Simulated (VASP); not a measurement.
Write the native input for VASP 6.6.1 that does the following.

* Task: single point
* Functional: r2SCAN
* Potentials or basis: VASP PAW PBE potentials, release 64 (Ca_sv, F)
* Cutoff: 660 eV
* k mesh: 8 × 8 × 8
* Occupations: gaussian, width 0.01 eV
* Spin: no spin polarisation
* Dipole correction: no
* Further INCAR settings: ALGO = Normal; EDIFF = 1e-06; NBANDS = 19

Crystal: CaF2 (Fluorite).

```
Ca F
1.0
     0.00000    2.73100    2.73100
     2.73100    0.00000    2.73100
     2.73100    2.73100    0.00000
Ca F
1 2
Direct
  0.00000 0.00000 0.00000
  0.25000 0.25000 0.25000
  0.75000 0.75000 0.75000
```

One way to write it, as run:

POSCAR

```
CaF2
1.0
    0.0000000000      2.7310000000      2.7310000000
    2.7310000000      0.0000000000      2.7310000000
    2.7310000000      2.7310000000      0.0000000000
Ca F
1 2
Direct
    0.0000000000      0.0000000000      0.0000000000
    0.2500000000      0.2500000000      0.2500000000
    0.7500000000      0.7500000000      0.7500000000
```

INCAR.step1

```
SYSTEM = CaF2
ALGO = Normal
EDIFF = 1E-5
ENCUT = 660
GGA = PE
GGA_COMPAT = .FALSE.
ISMEAR = 0
LASPH = .TRUE.
LCHARG = .FALSE.
LREAL = .FALSE.
LWAVE = .TRUE.
NBANDS = 19
NELM = 120
PREC = Accurate
SIGMA = 0.01
```

INCAR.step2

```
SYSTEM = CaF2
ALGO = Normal
EDIFF = 1E-6
ENCUT = 660
GGA_COMPAT = .FALSE.
ISIF = 2
ISMEAR = 0
ISTART = 1
LASPH = .TRUE.
LCHARG = .TRUE.
LELF = .TRUE.
LMIXTAU = .TRUE.
LREAL = .FALSE.
LVHAR = .TRUE.
LWAVE = .FALSE.
METAGGA = R2SCAN
NBANDS = 19
NELM = 120
PREC = Accurate
SIGMA = 0.01
```

KPOINTS

```
k-points
0
G
  8 8 8
  0 0 0
```

Potentials or basis: VASP PAW PBE potentials, release 64 (Ca_sv, F).

The run is started by

```console
$ cat potpaw_PBE.64/Ca_sv/POTCAR potpaw_PBE.64/F/POTCAR > POTCAR
$ cp INCAR.step1 INCAR
$ mpirun -np 1 vasp_std > vasp.out
$ cp INCAR.step2 INCAR
$ mpirun -np 1 vasp_std > vasp.out
```

It gave:

| Item | Value |
| --- | --- |
| Pressure | -0.7 GPa |
| Band gap on the k mesh | 7.95 eV, indirect (least direct gap 8.21 eV) |

Caveat: the PAW data sets were made with another functional, which shifts forces and pressure a little.

Run time: 45 s on 1 thread of Intel(R) Xeon(R) Platinum 8559C (Emerald Rapids), with other jobs on the host, peak memory 0.2 GiB.
